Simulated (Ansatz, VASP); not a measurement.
## Ba: VASP beside Ansatz

INCAR

```
SYSTEM = Ba
PREC     = Accurate       ! precision mode
ENCUT    = 520            ! plane-wave cutoff, eV
EDIFF    = 1E-6           ! SCF threshold, eV
ISMEAR   = -1             ! smearing method
SIGMA    = 0.1            ! smearing width, eV
LREAL    = .False.        ! projectors in reciprocal space
LASPH    = .True.         ! aspherical terms in the spheres
NELM     = 100            ! most SCF steps
ALGO     = Normal         ! electronic algorithm
ISIF     = 2              ! what is computed and relaxed
LWAVE    = .False.        ! write WAVECAR
LCHARG   = .True.         ! write CHGCAR
GGA      = CA             ! functional
LELF     = .True.         ! ELF
LVHAR    = .True.       
NBANDS   = 11             ! bands
```

File KPOINTS:

```
Automatic mesh
0
Gamma
  10 10 10
  0 0 0
```

POSCAR

```
Ba
1.0
    0.0000000000      2.9538745243      2.9538745243
    2.9538745243      0.0000000000      2.9538745243
    2.9538745243      2.9538745243      0.0000000000
Ba
1
Direct
    0.0000000000      0.0000000000      0.0000000000
```

Input for Ansatz:

```yaml
crystal:
  lattice:
    - [0.0, 2.9538745243, 2.9538745243]
    - [2.9538745243, 0.0, 2.9538745243]
    - [2.9538745243, 2.9538745243, 0.0]
  atoms:
    - { symbol: Ba, position: [0.0, 0.0, 0.0] }
hamiltonian:
  xc: lda
  pseudopotentials:
    kind: paw
    azcp:
      Ba: "pseudopotentials/Ba.paw.azcp"
basis:
  ecutwfc: 420
  fft_grid_basis: typed
kpoints:
  mp_grid: { grid: [10, 10, 10], shift: [0, 0, 0] }
magnetization:
  spin_polarized: false
scf:
  occupations: { method: fermi_dirac, width: 0.1 }
  lower_state_search: "off"
output:
  stress: true
```

Alike in both runs: task single point; functional LDA; k mesh 10 × 10 × 10; occupations fermi-dirac, width 0.1 eV; no spin polarisation.

```csv
,VASP,Ansatz
version,VASP 6.6.1,Ansatz 0.2.0
potentials or method,"VASP PAW LDA potentials, release 64 (Ba_sv), cutoff 520 eV","plane waves (420 eV) with PAW, scalar-relativistic"
valence electrons in the cell,10,10
```

VASP gave:

* pressure (GPa): 0.5

Q: Which values does Ansatz return?

A: Pressure (GPa): 0.4.

Ansatz warns that its potentials were made for another functional, while VASP's fit it. LDA's correlation is that of Perdew and Zunger in VASP and of Perdew and Wang (1992) in Ansatz.

Spin-orbit coupling is off throughout.
